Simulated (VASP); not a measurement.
Set up this calculation in VASP 6.6.1, as the native input.

| Property | Result |
| --- | --- |
| Task | single point |
| Functional | PBE |
| Potentials or basis | VASP PAW PBE potentials, release 64 (C) |
| Cutoff | 520 eV |
| k mesh | 21 × 21 × 6 |
| Occupations | gaussian, width 0.15 eV |
| Spin | no spin polarisation |
| Dipole correction | no |
| Further INCAR settings | ALGO = Normal; EDIFF = 1e-06; NBANDS = 16 |

The structure of C lies in POSCAR:

```
C
1.0
    1.1845894324     -1.9975825958      0.0000000000
    1.1845894324      1.9975825958      0.0000000000
    0.0000000000      0.0000000000      8.1426175720
C
4
Direct
    0.0833329406      0.9166670594      0.7503043452
    0.5833329406      0.4166670594      0.2496956548
    0.9166670594      0.0833329406      0.2496956548
    0.4166670594      0.5833329406      0.7503043452
```

One way to write it, as run:

INCAR

```
PREC     = Accurate       # precision mode
ENCUT    = 520            # plane-wave cutoff, eV
EDIFF    = 1E-6           # SCF threshold, eV
ISMEAR   = 0              # smearing method
SIGMA    = 0.15           # smearing width, eV
LREAL    = F              # projectors in reciprocal space
LASPH    = T              # aspherical terms in the spheres
NELM     = 80             # most SCF steps
ALGO     = Normal         # electronic algorithm
ISIF     = 2              # what is computed and relaxed
LWAVE    = F              # write WAVECAR
LCHARG   = F              # write CHGCAR
GGA      = PE             # functional
NBANDS   = 16             # bands
```

KPOINTS

```
Automatic mesh
0
Gamma
  21 21 6
```

Potentials or basis: VASP PAW PBE potentials, release 64 (C).

The run is started by

```bash
$ cat potpaw_PBE.64/C/POTCAR > POTCAR
$ mpirun -np 1 vasp_std > vasp.out
```

Results of the run:

```
Pressure      : 46.5 GPa
Largest force : 0.733 eV/Å
```

Caveat: the stress differs along the axes, from 0 to 83 GPa; this functional lacks dispersion, which binds layers or chains, so the pressure and a relaxed spacing across them are unreliable.

It took 110 s on 1 thread of Intel(R) Xeon(R) 6975P-C (Granite Rapids), with other jobs on the host, peak memory 0.31 GiB.
